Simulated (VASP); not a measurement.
Wanted: the native input for a VASP 6.6.1 run.

```
Task                   : single point
Functional             : PBE
Potentials or basis    : VASP PAW PBE potentials, release 64 (C)
Cutoff                 : 520 eV
k mesh                 : 2 × 2 × 1
Occupations            : fermi-dirac, width 0.05 eV
Spin                   : collinear spin
Starting moments       : [0.0, 0.0, 0.0, 0.0, 0.0, 0.0, 0.0, 0.0, 0.0, 0.0, 0.0, 0.0, 0.0, 0.0, 0.0, 0.0, 0.0, 0.0, 0.15] μB
Dipole correction      : no
Further INCAR settings : LREAL = Auto; ALGO = Normal; EDIFF = 1e-07; NBANDS = 57
```

The structure of C lies in POSCAR:

```
C
1.0
    7.3980000000      0.0000000000      0.0000000000
   -3.6990000000      6.4068560000      0.0000000000
    0.0000000000      0.0000000000     11.0000000000
C
19
Direct
   -0.0087816170     -0.0073983245      0.0922363636
    0.2258119903      0.1122079223      0.0846090909
   -0.0021997229      0.3286635442      0.0837636364
    0.2241730556      0.4474269439      0.0853454545
    0.0003726557      0.6672227376      0.0959909091
    0.2193292601      0.7707212399      0.0969545455
    0.3371218611     -0.0068052099      0.0875090909
    0.5593718233      0.1089301835      0.0756727273
    0.3305042472      0.3320817574      0.0943909091
    0.5486121816      0.4350183616      0.0822727273
    0.3275732461      0.6570929642      0.0947818182
    0.5498041684      0.7747637843      0.0995545455
    0.6550430720     -0.0137040695      0.0895545455
    0.8859163861      0.1004080629      0.0908272727
    0.6598301346      0.3233099043      0.0747636364
    0.8880469501      0.4364074985      0.0817000000
    0.6635159019      0.6500380218      0.1215727273
    0.8805760228      0.7678024916      0.1035454545
    0.5698176650      0.5127632024      0.2304181818
```

One way to write it, as run:

INCAR

```
SYSTEM = C
ALGO = Normal
EDIFF = 1E-7
ENCUT = 520
GGA = PE
ISIF = 2
ISMEAR = -1
ISPIN = 2
LASPH = .True.
LCHARG = .False.
LORBIT = 11
LREAL = Auto
LWAVE = .False.
MAGMOM = 0 0 0 0 0 0 0 0 0 0 0 0 0 0 0 0 0 0 0.15
NBANDS = 57
NELM = 150
PREC = Accurate
SIGMA = 0.05
```

KPOINTS

```
k-points
0
Gamma
  2 2 1
  0 0 0
```

Potentials or basis: VASP PAW PBE potentials, release 64 (C).

Launch:

```console
$ cat potpaw_PBE.64/C/POTCAR > POTCAR
$ mpirun -np 1 vasp_std > vasp.out
```

It gave:

```yaml
Largest_force: 4.411 eV/Å
Net_moment: 0.69 μB per cell
Site_moments: C -0.01, +0.02, -0.00, +0.01, +0.00, +0.30 (each value once) μB
Valence_electrons_inside_the_program's_atomic_spheres: C 2.62, 2.56, 2.70, 2.66, 2.60, 2.69, 2.68, 2.72, 2.67, 2.63, 2.65, 2.24 (each value once)
```

Caveat: the k points lie up to 0.49 Å⁻¹ apart; there is no dipole correction, which matters where the two faces differ.

Wall time 8.8 min on 1 thread of AMD EPYC 7R13 Processor (Zen 3), on a shared host, peak memory 0.74 GiB.
